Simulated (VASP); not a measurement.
Wanted: the native input for a VASP 6.6.1 run.

| Item | Value |
| --- | --- |
| Task | single point |
| Functional | r2SCAN |
| Potentials or basis | VASP PAW PBE potentials, release 64 (Sn_d, O) |
| Cutoff | 520 eV |
| k mesh | 8 × 8 × 8 |
| Occupations | gaussian, width 0.01 eV |
| Spin | no spin polarisation |
| Dipole correction | no |
| Further INCAR settings | ALGO = Normal; EDIFF = 1e-06; NBANDS = 20 |

SnO2:

```
Sn O
1.0
     0.00000    2.53347    2.53347
     2.53347    0.00000    2.53347
     2.53347    2.53347    0.00000
Sn O
1 2
Direct
  0.00000 0.00000 0.00000
  0.25000 0.25000 0.25000
  0.75000 0.75000 0.75000
```

The input as run:

POSCAR

```
SnO2
1.0
    0.0000000000      2.5334667554      2.5334667554
    2.5334667554      0.0000000000      2.5334667554
    2.5334667554      2.5334667554      0.0000000000
Sn O
1 2
Direct
    0.0000000000      0.0000000000      0.0000000000
    0.2500000000      0.2500000000      0.2500000000
    0.7500000000      0.7500000000      0.7500000000
```

INCAR.step1

```
SYSTEM = SnO2
PREC = Accurate ; ENCUT = 520
ISMEAR = 0 ; SIGMA = 0.01
LREAL = .False. ; LASPH = .True.
NELM = 100 ; NBANDS = 20
GGA = PE ; ALGO = Normal
EDIFF = 1E-4 ; LWAVE = .True.
LCHARG = .False.
```

INCAR.step2

```
SYSTEM = SnO2
PREC = Accurate ; ENCUT = 520
EDIFF = 1E-6 ; ISMEAR = 0
SIGMA = 0.01 ; LREAL = .False.
LASPH = .True. ; NELM = 100
ALGO = Normal ; ISIF = 2
LWAVE = .False. ; LCHARG = .False.
METAGGA = R2SCAN ; LMIXTAU = .True.
NBANDS = 20 ; ISTART = 1
```

KPOINTS

```
regular mesh
0
Gamma
  8 8 8
  0 0 0
```

Potentials or basis: VASP PAW PBE potentials, release 64 (Sn_d, O).

Command:

```console
$ cat potpaw_PBE.64/Sn_d/POTCAR potpaw_PBE.64/O/POTCAR > POTCAR
$ cp INCAR.step1 INCAR
$ mpirun -np 1 vasp_std > vasp.out
$ cp INCAR.step2 INCAR
$ mpirun -np 1 vasp_std > vasp.out
```

Results of the run:

| Quantity | Value |
| --- | --- |
| Pressure | 1.4 GPa |
| Band gap on the k mesh | 0.86 eV, indirect (least direct gap 2.29 eV) |

Caveat: the PAW data sets were made with another functional, which shifts forces and pressure a little; spin-orbit coupling is left out, which moves the levels of the heavy elements.

It took 36 s on 1 thread of Intel(R) Xeon(R) 6975P-C (Granite Rapids) (shared host), peak memory 0.17 GiB.
